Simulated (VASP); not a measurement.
## Ir: single point with BLYP+D4

Crystal: Ir.

```xyz
1
Lattice="0.0000 1.9304 1.9304 1.9304 0.0000 1.9304 1.9304 1.9304 0.0000" Properties=species:S:1:pos:R:3 pbc="T T T"
Ir    0.0000    0.0000    0.0000
```

```
Program                : VASP 6.6.1
Task                   : single point
Functional             : BLYP
Dispersion             : D4
Potentials or basis    : VASP PAW PBE potentials, release 64 (Ir)
Cutoff                 : 520 eV
k mesh                 : 12 × 12 × 12
Occupations            : fermi-dirac, width 0.05 eV
Spin                   : no spin polarisation
Dipole correction      : no
Further INCAR settings : ALGO = Normal; EDIFF = 1e-06; NBANDS = 10
```

| Item | Value |
| --- | --- |
| Pressure | 3.1 GPa |
| Dispersion energy per atom | -1.768 eV |

Levels at points of the mesh, in eV from the Fermi level:
```csv
k point,band 1,band 2,band 3,band 4,band 5,band 6,band 7,band 8,band 9
"(0.00, 0.00, 0.00)",-10.75,-3.82,-3.82,-3.82,-1.22,-1.22,14.68,20.03,20.03
"(0.50, 0.00, 0.00)",-7.86,-3.92,-3.92,-0.40,0.84,0.84,7.12,14.24,19.75
"(0.50, 0.50, 0.00)",-7.66,-7.14,0.80,1.40,1.40,1.97,10.31,11.80,11.80
```

Run time: 13 s on 1 thread of Intel(R) Xeon(R) 6975P-C (Granite Rapids) (shared host), peak memory 0.13 GiB.

Caveat: the PAW data sets were made with another functional, which shifts forces and pressure a little; spin-orbit coupling is left out, which moves the levels of the heavy elements; pairwise dispersion overbinds metals, which lowers pressure and volume.
